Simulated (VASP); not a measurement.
SiW2, 3 atoms in the cell. The structure is hexagonal, space group P6/mmm (No. 191). The conventional cell has a = 2.747 Å, b = 2.747 Å, c = 7.857 Å, α = 90.00°, β = 90.00°, γ = 120.00°. Si (site symmetry 6/mmm) has 2 W at 2.62 Å and 6 Si at 2.75 Å within 3.5 Å. Within 3.5 Å of W (site symmetry 6mm) lie 7 W at 2.62 to 2.75 Å and 1 Si at 2.62 Å. The cell was generated, and may not be a known phase.

```yaml
Program: VASP 6.6.1
Task: relaxation of cell and atoms
Functional: PBE
Potentials_or_basis: VASP PAW PBE potentials, release 64 (Si, W_sv)
Cutoff: 600 eV
k_mesh: 18 × 18 × 6
Occupations: gaussian, width 0.1 eV
Spin: no spin polarisation
Dipole_correction: no
Further_INCAR_settings: ALGO = Fast; EDIFF = 1e-07; IBRION = 2; EDIFFG = -0.01; NSW = 100; ISIF = 3
```

Potentials or basis: VASP PAW PBE potentials, release 64 (Si, W_sv).

Command:

```console
$ cat potpaw_PBE.64/Si/POTCAR potpaw_PBE.64/W_sv/POTCAR > POTCAR
$ mpirun -np 1 vasp_std > vasp.out
```

Hardware: 1 thread of Intel(R) Xeon(R) 6975P-C (Granite Rapids) (shared host).

**Question.** Estimate the wall time of this run.

**Answer.** Wall time 6.7 min on 1 thread of Intel(R) Xeon(R) 6975P-C (Granite Rapids), on a shared host, peak memory 0.32 GiB. Counts: scf iterations 81, k points 148, ion steps 7.
